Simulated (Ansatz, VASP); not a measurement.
**Be2C: VASP beside Ansatz**

The input POSCAR:

```
Be2C
1.0
    0.0000000000      2.1604856385      2.1879238061
    2.1604856385      0.0000000000      2.1879238061
    2.1604856385      2.1604856385      0.0000000000
C Be
1 2
Direct
    0.0000000000      0.0000000000      0.0000000000
    0.2500000000      0.2500000000      0.2500000000
    0.7500000000      0.7500000000      0.7500000000
```

INCAR.step1

```
  PREC = Accurate
  ENCUT = 660
  ISMEAR = 0
  SIGMA = 0.01
  LREAL = False
  LASPH = True
  NELM = 120
  NBANDS = 11
  GGA = PE
  ALGO = Normal
  EDIFF = 1E-5
  LWAVE = True
  LCHARG = False
  GGA_COMPAT = False
```

Contents of INCAR.step2:

```
  PREC = Accurate
  ENCUT = 660
  EDIFF = 1E-6
  ISMEAR = 0
  SIGMA = 0.01
  LREAL = False
  LASPH = True
  NELM = 120
  ALGO = Normal
  ISIF = 2
  LWAVE = False
  LCHARG = False
  METAGGA = R2SCAN
  LMIXTAU = True
  NBANDS = 11
  ISTART = 1
  GGA_COMPAT = False
```

Contents of KPOINTS:

```
regular mesh
0
Gamma
  10 10 10
```

Input for Ansatz:

```yaml
crystal:
  lattice:
    - [0.0, 2.1604856385, 2.1879238061]
    - [2.1604856385, 0.0, 2.1879238061]
    - [2.1604856385, 2.1604856385, 0.0]
  atoms:
    - { symbol: C, position: [0.0, 0.0, 0.0] }
    - { symbol: Be, position: [0.25, 0.25, 0.25] }
    - { symbol: Be, position: [0.75, 0.75, 0.75] }
kpoints:
  mp_grid: { grid: [10, 10, 10] }
  band_path:
    path:
      - [0.0, 0.0, 0.0]
      - [0.5, 0.0, 0.5]
      - [0.625, 0.25, 0.625]
      - [0.375, 0.375, 0.75]
      - [0.5, 0.5, 0.5]
      - [0.5, 0.25, 0.75]
      - [0.0, 0.5, 0.5]
    npoints: 1
hamiltonian:
  xc: r2scan
scf:
  occupations: { method: fixed }
  n_extra_bands: 4
output:
  forces: true
  stress: true
  eigenvalues: true
```

Change from the starting cell: uniaxial_z strain +1.3%.

Alike in both runs: task single point; functional r2SCAN; k mesh 10 × 10 × 10; no spin polarisation.

|  | VASP | Ansatz |
| --- | --- | --- |
| version | VASP 6.6.1 | Ansatz 0.2.0 |
| potentials or method | VASP PAW PBE potentials, release 64 (C, Be) | plane waves, PAW |
| plane-wave cutoff (eV) | 660 | 500 |
| occupations | gaussian, width 0.01 eV | fixed |
| valence electrons in the cell | 8 | 8 |

Ansatz gave:

```
gap on the k mesh at the Fermi level (eV)                     : 1.43
pressure (GPa)                                                : -2.5
traceless stress, the component that is largest in VASP (GPa) : -4.97
```

Question: Which values does VASP return?

Answer: gap on the k mesh at the Fermi level (eV): 1.42; pressure (GPa): -1.8; traceless stress, the component that is largest in VASP (GPa): -4.96.

VASP's potentials were made for PBE, not for r2SCAN.
